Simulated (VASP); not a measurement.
A run of VASP 6.6.1:

POSCAR

```
HfN
1.0
    0.0000000000      2.4548220000      2.4548220000
    2.4548220000      0.0000000000      2.4548220000
    2.4548220000      2.4548220000      0.0000000000
Hf N
1 1
Direct
    0.0000000000      0.0000000000      0.0000000000
    0.2500000000      0.2500000000      0.2500000000
```

INCAR.step1

```
SYSTEM = HfN
ALGO = Normal
EDIFF = 1E-5
ENCUT = 600
GGA = PE
ISMEAR = -1
LASPH = .True.
LCHARG = .False.
LREAL = .False.
LWAVE = .True.
NBANDS = 14
NELM = 60
PREC = Accurate
SIGMA = 0.05
```

The input INCAR.step2:

```
SYSTEM = HfN
AEXX = 0.25
ALGO = Normal
EDIFF = 1E-6
EDIFFG = -0.01
ENCUT = 600
GGA = PE
IBRION = 2
ISIF = 3
ISMEAR = -1
ISTART = 1
LASPH = .True.
LCHARG = .False.
LHFCALC = .True.
LREAL = .False.
LWAVE = .False.
NELM = 60
NSW = 60
PREC = Accurate
PRECFOCK = Normal
SIGMA = 0.05
```

The input KPOINTS:

```
k-points
0
Gamma
  5 5 5
  0 0 0
```

Potentials or basis: VASP PAW PBE potentials, release 64 (Hf_pv, N).

Launch:

```console
$ cat potpaw_PBE.64/Hf_pv/POTCAR potpaw_PBE.64/N/POTCAR > POTCAR
$ cp INCAR.step1 INCAR
$ mpirun -np 1 vasp_std > vasp.out
$ cp INCAR.step2 INCAR
$ mpirun -np 1 vasp_std > vasp.out
```

Hardware: 1 thread of Intel(R) Xeon(R) Platinum 8488C (Sapphire Rapids) (shared host).

Problem. How long does it take, and how much memory?

Solution. Run time: 24 min on 1 thread of Intel(R) Xeon(R) Platinum 8488C (Sapphire Rapids), with other jobs on the host, peak memory 0.18 GiB. Counts: k points 10, ion steps 3.
